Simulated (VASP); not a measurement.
# Be (P6_3/mmc) in VASP: notebook

Be is run at these levels: PBEsol; tasks: single point.

Everything below comes from runs of VASP 6.6.1. Logs are shortened: lines on timing, memory, paths and dates and some standing lists are left out, and cuts for length are marked.

**1. The cell of the first run**

It takes space group P6_3/mmc (No. 194, hexagonal). Conventional cell: a = 2.231 Å, b = 2.231 Å, c = 3.655 Å, α = 90.00°, β = 90.00°, γ = 120.00°. Be (site symmetry -6m2) has 12 Be at 2.23 to 2.24 Å within 2.9 Å.

**2. Single point, PBEsol (strain -0.030 along x and y, +0.015 along z)**

Contents of INCAR:

```
PREC = Accurate
ENCUT = 520
EDIFF = 1E-7
ISMEAR = 0
SIGMA = 0.15
LREAL = F
LASPH = T
NELM = 80
ALGO = Normal
ISIF = 2
LWAVE = F
LCHARG = F
GGA = PS
NBANDS = 9
```

Contents of KPOINTS:

```
Automatic mesh
0
Gamma
  24 24 14
```

Contents of POSCAR:

```
Be
1.0
    2.2305169254      0.0000000000      0.0000000000
   -1.1152584627      1.9316843209      0.0000000000
    0.0000000000      0.0000000000      3.6549135000
Be
2
Direct
    0.3333333333      0.6666666667      0.2500000000
    0.6666666667      0.3333333333      0.7500000000
```

Potentials or basis: VASP PAW PBE potentials, release 64 (Be).

Started as:

```console
> cat potpaw_PBE.64/Be/POTCAR > POTCAR
> mpirun -np 1 vasp_std > vasp.out
```

OUTCAR:

```text
PREC = Accurate
   ENCUT = 520
   EDIFF = 1E-7
   ISMEAR = 0
   LREAL = F
   LASPH = T
   NELM = 80
   ISIF = 2
   GGA = PS

 ion  position               nearest neighbor table
   1  0.333  0.667  0.250-   2 2.24   2 2.24   2 2.24   2 2.24   2 2.24   2 2.24
   2  0.667  0.333  0.750-   1 2.24   1 2.24   1 2.24   1 2.24   1 2.24   1 2.24

  LATTYP: Found a hexagonal cell.
 ALAT       =     2.2305169254
 C/A-ratio  =     1.6385948290

  Lattice vectors:

 A1 = (   2.2305169254,   0.0000000000,   0.0000000000)
 A2 = (  -1.1152584627,   1.9316843209,   0.0000000000)
 A3 = (   0.0000000000,   0.0000000000,   3.6549135000)

Analysis of symmetry for initial positions (statically):
=====================================================================
 Subroutine PRICEL returns:
 Original cell was already a primitive cell.

 Routine SETGRP: Setting up the symmetry group for a
 hexagonal supercell.

 Subroutine GETGRP returns: Found 24 space group operations
 (whereof 12 operations were pure point group operations)
 out of a pool of 24 trial point group operations.

The static configuration has the point symmetry D_3d.
 The point group associated with its full space group is D_6h.

Analysis of symmetry for dynamics (positions and initial velocities):
=====================================================================
 Subroutine PRICEL returns:
 Original cell was already a primitive cell.

 Routine SETGRP: Setting up the symmetry group for a
 hexagonal supercell.

 Subroutine GETGRP returns: Found 24 space group operations
 (whereof 12 operations were pure point group operations)
 out of a pool of 24 trial point group operations.

The dynamic configuration has the point symmetry D_3d.
 The point group associated with its full space group is D_6h.

 Subroutine INISYM returns: Found 24 space group operations
 (whereof 12 operations are pure point group operations),
 and found     1 'primitive' translations

----------------------------------------------------------------------------------------

                                     Primitive cell

  volume of cell :      15.7478

  direct lattice vectors                    reciprocal lattice vectors
     2.230516925  0.000000000  0.000000000     0.448326569  0.258841465  0.000000000
    -1.115258463  1.931684321  0.000000000     0.000000000  0.517682930  0.000000000
     0.000000000  0.000000000  3.654913500     0.000000000  0.000000000  0.273604286
[... 83 lines left out ...]
   NELM   =     80;   NELMIN=  2; NELMDL= -5     # of ELM steps
   EDIFF  = 0.1E-06   stopping-criterion for ELM
   LREAL  =      F    real-space projection
   EDIFFG = 0.1E-05   stopping-criterion for IOM
   NSW    =      0    number of steps for IOM
   IBRION =     -1    ionic relax: 0-MD 1-quasi-New 2-CG
   NFREE  =      0    steps in history (QN), initial steepest desc. (CG)
   ISIF   =      2    stress and relaxation
   ISYM   =      2    0-nonsym 1-usesym 2-fastsym
   POTIM  = 0.5000    time-step for ionic-motion
   TEBEG  =    0.0;   TEEND  =   0.0 temperature during run
   PSTRESS=    0.0 pullay stress
   NELECT =       4.0000    total number of electrons
   NUPDOWN=      -1.0000    fix difference up-down
   EMIN   =  10.00;   EMAX   =-10.00  energy-range for DOS
   EFERMI =   0.00;   METHOD = LEGACY
   ISMEAR =     0;   SIGMA  =   0.15  broadening in eV -4-tet -1-fermi 0-gaus
   EFERMI_NEDOS =   21; number of points for ismear=-14 and -15
   IALGO  =     38    algorithm
   IMIX   =      4    mixing-type and parameters
     AMIX     =   0.40;   BMIX     =  1.00
     AMIX_MAG =   1.60;   BMIX_MAG =  1.00
  volume/ion in A,a.u.               =       7.87        53.14
  Fermi-wavevector in a.u.,A,eV,Ry     =   1.036785  1.959239 14.625208  1.074922
  Thomas-Fermi vector in A             =   2.171192
   LORBIT       =      0    0 simple, 1 ext, 2 COOP (PROOUT), +10 PAW based schemes
   GGA     = PS    functional components
   LHFCALC =     F    Hartree Fock is set to
   AEXX    =    0.0000 exact exchange contribution
   IVDW    =     0    specifies the selected vdW correction
   LEPSILON=     F    determine dielectric tensor
   LRPA    =     F    only Hartree local field effects (RPA)
 non-spin polarized calculation
 Gauss-broadening in eV      SIGMA  =   0.15
  energy-cutoff  :      520.00
  volume of cell :       15.75
 maximum number of plane-waves:       442
 NGX is ok and might be reduce to    18
   NGX =  9   NGY =  9   NGZ = 13

 number of electron       4.0000000 magnetization

 Free energy of the ion-electron system (eV)
  ---------------------------------------------------
  ext. energy  EPLUGINS =         0.00000000
  ---------------------------------------------------
  free energy    TOTEN  =        -7.97715721 eV

  energy without entropy =       -7.97447680  energy(sigma->0) =       -7.97581701

 E-fermi :   7.1565     XC(G=0): -10.6224

 val. band max:        7.1192692859   @ k =   0.3333   0.2917   0.1429
 cond. band min:       7.1686309164   @ k =   0.3333   0.2917   0.0714
 fundamental gap:      0.0493616305
 Fermi energy:         7.1565003073

 k-point     1 :       0.0000    0.0000    0.0000
  band No.  band energies     occupation
      1      -4.3179      2.00000
      2       2.2164      2.00000
      3       7.5205      0.00060
      4      23.9077      0.00000
      5      23.9077      0.00000
      6      26.5428      0.00000
      7      26.5428      0.00000
      8      27.0751      0.00000
      9      34.5673      0.00000
[... 265 lines left out ...]
 k-point    24 :       0.4583    0.0417    0.0000
  band No.  band energies     occupation
      1       2.0307      2.00000
      2       4.2756      2.00000
      3      10.4834      0.00000
      4      13.3398      0.00000
      5      13.6692      0.00000
      6      15.7810      0.00000
      7      18.1875      0.00000
      8      23.9390      0.00000
      9      27.6462      0.00000

 [... further k-points ...]
[... 5 lines left out ...]
  --------------------------------------------------------------------------------------
  -------------------------------------------------------------------------------------
  Total        0.4185415      0.4185415     -0.9627753      0.0000000      0.0000000      0.0000000
  in kB       42.5824143     42.5824143    -97.9527745      0.0000000      0.0000000      0.0000000
  external PRESSURE =      -4.2626486 kB  Pullay stress =       0.0000000 kB

 VOLUME and BASIS-vectors are now :
 -----------------------------------------------------------------------------
  energy-cutoff  :      520.00
  volume of cell :       15.75
      direct lattice vectors                 reciprocal lattice vectors
     2.230516925  0.000000000  0.000000000     0.448326569  0.258841465  0.000000000
    -1.115258463  1.931684321  0.000000000     0.000000000  0.517682930  0.000000000
     0.000000000  0.000000000  3.654913500     0.000000000  0.000000000  0.273604286

 POSITION                                       TOTAL-FORCE (eV/Angst)
 -----------------------------------------------------------------------------------
     -0.00000      1.28779      0.91373         0.000000     -0.000000      0.000000
      1.11526      0.64389      2.74119        -0.000000      0.000000      0.000000
 -----------------------------------------------------------------------------------
    total drift:                                0.000000     -0.000000      0.000000

  FREE ENERGIE OF THE ION-ELECTRON SYSTEM (eV)
  ---------------------------------------------------
  free  energy   TOTEN  =        -7.9771572084 eV

  energy  without entropy=       -7.9744768025  energy(sigma->0) =       -7.97581701
```

Run time: 26 s. Hardware: 1 thread of AMD EPYC 9R45 (Zen 5), shared host; peak memory 0.14 GiB.

What came out:

* Free energy: -7.9772 eV
* Pressure: -0.4 GPa
* Band gap on the k mesh: zero (bands 2 and 3 overlap by 1.84 eV)

Stress tensor (GPa, compression positive):
```
 4.26  0.00  0.00
 0.00  4.26  0.00
 0.00  0.00 -9.80
```

Levels at points of the mesh, in eV from the Fermi level:
| k point | band 1 | band 2 | band 3 | band 4 | band 5 |
| --- | --- | --- | --- | --- | --- |
| (0.00, 0.00, 0.00) | -11.47 | -4.94 | 0.36 | 16.75 | 16.75 |
| (0.50, 0.00, 0.00) | -5.02 | -3.09 | 3.48 | 6.22 | 6.24 |
| (0.00, 0.00, 0.50) | -9.42 | -9.42 | 9.48 | 9.48 | 18.24 |
| (0.50, 0.00, 0.50) | -3.70 | -3.70 | 1.61 | 1.61 | 12.41 |

Caveat: the cell differs from its parent crystal (strain -0.030 along x and y, +0.015 along z); the PAW data sets were made with another functional, which shifts forces and pressure a little.

**3. Single point, PBEsol (strain -0.015 along x and y, -0.015 along z)**

Contents of INCAR:

```
PREC = Accurate
ENCUT = 520
EDIFF = 1E-6
ISMEAR = 0
SIGMA = 0.15
LREAL = False
LASPH = True
NELM = 100
ALGO = Fast
ISIF = 2
LWAVE = False
LCHARG = False
GGA = PS
NBANDS = 9
```

KPOINTS is that of step 2.

Contents of POSCAR:

```
Be
1.0
    2.2650094551      0.0000000000      0.0000000000
   -1.1325047276      1.9615557279      0.0000000000
    0.0000000000      0.0000000000      3.5468865000
Be
2
Direct
    0.3333333333      0.6666666667      0.2500000000
    0.6666666667      0.3333333333      0.7500000000
```

Potentials or basis: VASP PAW PBE potentials, release 64 (Be).

Started as:

```console
> cat potpaw_PBE.64/Be/POTCAR > POTCAR
> mpirun -np 1 vasp_std > vasp.out
```

It took 24 s on 1 thread of AMD EPYC 9R45 (Zen 5), shared host; peak memory 0.14 GiB.

The run converged. Its results:

```
Free energy            : -7.9953 eV
Pressure               : -0.2 GPa
Band gap on the k mesh : zero (bands 2 and 3 overlap by 2.09 eV)
```

Stress tensor (GPa, compression positive):
```
-0.88  0.00  0.00
 0.00 -0.88  0.00
 0.00  0.00  1.13
```

Levels at points of the mesh, in eV from the Fermi level:
| k point | band 1 | band 2 | band 3 | band 4 | band 5 |
| --- | --- | --- | --- | --- | --- |
| (0.00, 0.00, 0.00) | -11.30 | -4.36 | 1.29 | 15.98 | 15.98 |
| (0.50, 0.00, 0.00) | -5.00 | -3.10 | 3.70 | 6.57 | 6.90 |
| (0.00, 0.00, 0.50) | -9.13 | -9.13 | 10.96 | 10.96 | 17.66 |
| (0.50, 0.00, 0.50) | -3.60 | -3.60 | 1.63 | 1.63 | 12.03 |

Caveat: the cell differs from its parent crystal (strain -0.015 along x and y, -0.015 along z); the PAW data sets were made with another functional, which shifts forces and pressure a little.

**4. Single point, PBEsol (strain -0.030 along x and y, +0.030 along z)**

Contents of INCAR:

```
  PREC = Accurate
  ENCUT = 520
  EDIFF = 1E-6
  ISMEAR = 0
  SIGMA = 0.15
  LREAL = F
  LASPH = T
  NELM = 60
  ALGO = Normal
  ISIF = 2
  LWAVE = F
  LCHARG = T
  GGA = PS
  LELF = T
  LVHAR = T
  NBANDS = 9
```

KPOINTS is that of step 3.

Contents of POSCAR:

```
Be
1.0
    2.2305169254      0.0000000000      0.0000000000
   -1.1152584627      1.9316843209      0.0000000000
    0.0000000000      0.0000000000      3.7089270000
Be
2
Direct
    0.3333333333      0.6666666667      0.2500000000
    0.6666666667      0.3333333333      0.7500000000
```

Started as:

```console
> cat potpaw_PBE.64/Be/POTCAR > POTCAR
> mpirun -np 1 vasp_std > vasp.out
```

Wall time 23 s (1 thread of AMD EPYC 9R45 (Zen 5), shared host); peak memory 0.14 GiB.

Results (log left out):

```yaml
Free_energy: -7.9594 eV
Pressure: -2.1 GPa
Band_gap_on_the_k_mesh: zero (bands 2 and 3 overlap by 1.71 eV)
```

Stress tensor (GPa, compression positive):
```
  4.02   0.00   0.00
  0.00   4.02   0.00
  0.00   0.00 -14.40
```

Levels at points of the mesh, in eV from the Fermi level:
```tsv
k point	band 1	band 2	band 3	band 4	band 5	band 6	band 7
(0.00, 0.00, 0.00)	-11.44	-5.05	0.04	16.81	16.81	19.24	19.34
(0.50, 0.00, 0.00)	-4.96	-3.06	3.39	5.94	6.11	9.53	10.06
(0.00, 0.00, 0.50)	-9.43	-9.43	8.91	8.91	18.23	18.23	18.23
(0.50, 0.00, 0.50)	-3.68	-3.68	1.58	1.58	12.41	12.41	14.12
```

Caveat: the cell differs from its parent crystal (strain -0.030 along x and y, +0.030 along z); the PAW data sets were made with another functional, which shifts forces and pressure a little.

**5. Single point, PBEsol (strain +0.000 along x and y, -0.030 along z)**

Contents of INCAR:

```
SYSTEM = Be
ALGO = Normal
EDIFF = 1E-6
ENCUT = 520
GGA = PS
ISIF = 2
ISMEAR = 0
LASPH = .True.
LCHARG = .False.
LREAL = .False.
LWAVE = .False.
NBANDS = 9
NELM = 100
PREC = Accurate
SIGMA = 0.15
```

Contents of KPOINTS:

```
k-points
0
Gamma
  24 24 14
  0 0 0
```

Contents of POSCAR:

```
Be
1.0
    2.2995019849      0.0000000000      0.0000000000
   -1.1497509925      1.9914271350      0.0000000000
    0.0000000000      0.0000000000      3.4928730000
Be
2
Direct
    0.3333333333      0.6666666667      0.2500000000
    0.6666666667      0.3333333333      0.7500000000
```

Started as:

```console
> cat potpaw_PBE.64/Be/POTCAR > POTCAR
> mpirun -np 1 vasp_std > vasp.out
```

It took 21 s on 1 thread of AMD EPYC 9R45 (Zen 5), shared host; peak memory 0.14 GiB.

Results (log left out):

- Free energy: -7.9801 eV
- Pressure: -1.5 GPa
- Band gap on the k mesh: zero (bands 2 and 3 overlap by 2.21 eV)

Stress tensor (GPa, compression positive):
```
-5.31  0.00  0.00
 0.00 -5.31  0.00
 0.00  0.00  6.11
```

Levels at points of the mesh, in eV from the Fermi level:
```csv
k point,band 1,band 2,band 3,band 4,band 5,band 6,band 7
"(0.00, 0.00, 0.00)",-11.14,-3.93,1.84,15.27,15.27,18.29,18.29
"(0.50, 0.00, 0.00)",-4.97,-3.13,3.81,6.74,7.25,8.88,10.41
"(0.00, 0.00, 0.50)",-8.89,-8.89,11.83,11.83,17.06,17.06,17.06
"(0.50, 0.00, 0.50)",-3.52,-3.52,1.59,1.59,11.64,11.64,16.03
```

Caveat: the cell differs from its parent crystal (strain +0.000 along x and y, -0.030 along z); the PAW data sets were made with another functional, which shifts forces and pressure a little.

**6. Single point, PBEsol (strain -0.015 along x and y, +0.000 along z)**

Contents of INCAR:

```
  PREC = Accurate
  ENCUT = 520
  EDIFF = 1E-6
  ISMEAR = 0
  SIGMA = 0.15
  LREAL = False
  LASPH = True
  NELM = 80
  ALGO = Normal
  ISIF = 2
  LWAVE = False
  LCHARG = True
  GGA = PS
  LELF = True
  LVHAR = True
  NBANDS = 9
```

Contents of KPOINTS:

```
Automatic mesh
0
Gamma
  24 24 14
```

Contents of POSCAR:

```
Be
1.0
    2.2650094551      0.0000000000      0.0000000000
   -1.1325047276      1.9615557279      0.0000000000
    0.0000000000      0.0000000000      3.6009000000
Be
2
Direct
    0.3333333333      0.6666666667      0.2500000000
    0.6666666667      0.3333333333      0.7500000000
```

Potentials or basis: VASP PAW PBE potentials, release 64 (Be).

Started as:

```console
> cat potpaw_PBE.64/Be/POTCAR > POTCAR
> mpirun -np 1 vasp_std > vasp.out
```

It took 19 s on 1 thread of AMD EPYC 9R45 (Zen 5), shared host; peak memory 0.14 GiB.

Results (log left out):

```yaml
Free_energy: -7.9926 eV
Pressure: -2.2 GPa
Band_gap_on_the_k_mesh: zero (bands 2 and 3 overlap by 1.99 eV)
```

Stress tensor (GPa, compression positive):
```
-0.99  0.00  0.00
 0.00 -0.99  0.00
 0.00  0.00 -4.57
```

Levels at points of the mesh, in eV from the Fermi level:
| k point | band 1 | band 2 | band 3 | band 4 | band 5 | band 6 | band 7 |
| --- | --- | --- | --- | --- | --- | --- | --- |
| (0.00, 0.00, 0.00) | -11.29 | -4.51 | 0.92 | 16.04 | 16.04 | 18.81 | 18.81 |
| (0.50, 0.00, 0.00) | -4.96 | -3.09 | 3.57 | 6.40 | 6.56 | 9.46 | 9.96 |
| (0.00, 0.00, 0.50) | -9.16 | -9.16 | 10.33 | 10.33 | 17.63 | 17.63 | 17.63 |
| (0.50, 0.00, 0.50) | -3.60 | -3.60 | 1.57 | 1.57 | 12.01 | 12.01 | 15.07 |

Caveat: the cell differs from its parent crystal (strain -0.015 along x and y, +0.000 along z); the PAW data sets were made with another functional, which shifts forces and pressure a little.

**7. The runs side by side**

| cell | gap on the mesh (eV) | pressure (GPa) |
| --- | --- | --- |
| a = 2.231, b = 2.231, c = 3.655 Å, angles 90.0, 90.0, 120.0°, 2 atoms | none | -0.4 |
| a = 2.265, b = 2.265, c = 3.547 Å, angles 90.0, 90.0, 120.0°, 2 atoms | none | -0.2 |
| a = 2.231, b = 2.231, c = 3.709 Å, angles 90.0, 90.0, 120.0°, 2 atoms | none | -2.1 |
| a = 2.300, b = 2.300, c = 3.493 Å, angles 90.0, 90.0, 120.0°, 2 atoms | none | -1.5 |
| a = 2.265, b = 2.265, c = 3.601 Å, angles 90.0, 90.0, 120.0°, 2 atoms | none | -2.2 |

Alike in all rows: task single point; level PBEsol; potentials or basis VASP PAW PBE potentials, release 64 (Be); no spin polarisation; k mesh 24 × 24 × 14; cutoff (eV) 520; smearing gaussian 0.15 eV.

Caveats: the PAW data sets were made with another functional, which shifts forces and pressure a little.

Total energies depend on the potentials used, so only differences within one code and one set of settings carry meaning.
